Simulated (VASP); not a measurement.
Runs of VASP 6.6.1 on TlBr. It takes space group Pm-3m (No. 221, cubic). The conventional cell has a = 3.970 Å, b = 3.970 Å, c = 3.970 Å, α = 90.00°, β = 90.00°, γ = 90.00°. Within 4.5 Å of Tl (site symmetry m-3m) lie 8 Br at 3.44 Å and 6 Tl at 3.97 Å. Within 4.5 Å of Br (site symmetry m-3m) lie 8 Tl at 3.44 Å and 6 Br at 3.97 Å. 

| task | level | potentials or basis | spin | cutoff (eV) | smearing | gap on the mesh (eV) | pressure (GPa) | moment (μB) |
| --- | --- | --- | --- | --- | --- | --- | --- | --- |
| electric field gradients | PBE | VASP PAW PBE potentials, release 64 (Tl_d, Br) | non-collinear, zero start, SOC | 400 | fermi-dirac 0.03 eV | - | (b) | 0.00 |
| single point | PBE | VASP PAW PBE potentials, release 64 (Tl_d, Br) | non-collinear, zero start, SOC | 500 | fermi-dirac 0.03 eV | - | 1.3 | 0.00 |
| single point | LDA | VASP PAW LDA potentials, release 64 (Tl_d, Br) | non-collinear, zero start, SOC | 500 | tetrahedron | - | -2.7 | 0.00 |
| electric field gradients | PBEsol | VASP PAW PBE potentials, release 64 (Tl_d, Br) | off | 400 | fermi-dirac 0.03 eV | 1.71 | -1.1 | - |
| single point | LDA | VASP PAW LDA potentials, release 64 (Tl_d, Br) | off | 500 | fermi-dirac 0.03 eV | 1.63 | -2.6 | - |
| electric field gradients | r2SCAN | VASP PAW PBE potentials, release 64 (Tl_d, Br) | off | 440 | fermi-dirac 0.03 eV | 2.28 | (a) | - |
| single point | PBEsol | VASP PAW PBE potentials, release 64 (Tl_d, Br) | off | 500 | fermi-dirac 0.03 eV | 1.71 | -1.0 | - |
| electric field gradients | LDA | VASP PAW LDA potentials, release 64 (Tl_d, Br) | off | 400 | fermi-dirac 0.03 eV | 1.63 | -2.6 | - |

Alike in all rows: cell as given; k mesh 8 × 8 × 8.

**Question.** Estimate the missing entries.

**Answer.** (a) 0.5; (b) 1.2.

Caveats: spin-orbit coupling is left out, which moves the levels of the heavy elements (some runs); the PAW data sets were made with another functional, which shifts forces and pressure a little (some runs).

A k mesh can miss the band edges, and rows without SOC leave out spin-orbit coupling on Br, Tl.
